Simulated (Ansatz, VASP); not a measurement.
One calculation of AlRu, two programs

```
CELL_PARAMETERS angstrom
3.36691 0.00000 0.00000
0.00000 2.58590 0.00000
0.00000 0.00000 2.97641
ATOMIC_POSITIONS crystal
Al 0.00000 0.00000 0.00000
Ru 0.50000 0.50000 0.50000
```

Change from the starting cell: strain +0.1312 x Voigt [1, -1, 0, 0, 0, 0], atoms carried along.

Alike in both runs: task single point; functional PBEsol; k mesh 20 × 20 × 20; occupations gaussian, width 0.15 eV; no spin polarisation.

|  | VASP | Ansatz |
| --- | --- | --- |
| version | VASP 6.6.1 | Ansatz 0.2.0 |
| potentials or method | VASP PAW PBE potentials, release 64 (Al, Ru_pv), cutoff 520 eV | scalar-relativistic, plane waves, PAW |
| valence electrons in the cell | 17 | 19 |

Ansatz gave:

| Property | Result |
| --- | --- |
| gap on the k mesh at the Fermi level (eV) | none |
| pressure (GPa) | 11.1 |
| traceless stress, the component that is largest in VASP (GPa) | 28.45 |

Problem. Estimate VASP's values.

Solution. gap on the k mesh at the Fermi level (eV): none; pressure (GPa): 11.1; traceless stress, the component that is largest in VASP (GPa): 28.50.

VASP's potentials were made for PBE, not for PBEsol. A gap of «none» marks a metal or a gap that the smearing closes. With one functional, cell and mesh, what is left measures potentials, basis and numerics. VASP's potentials hold 17 valence electrons a cell and Ansatz's 19, so a difference there can come from the potentials and not from the codes.
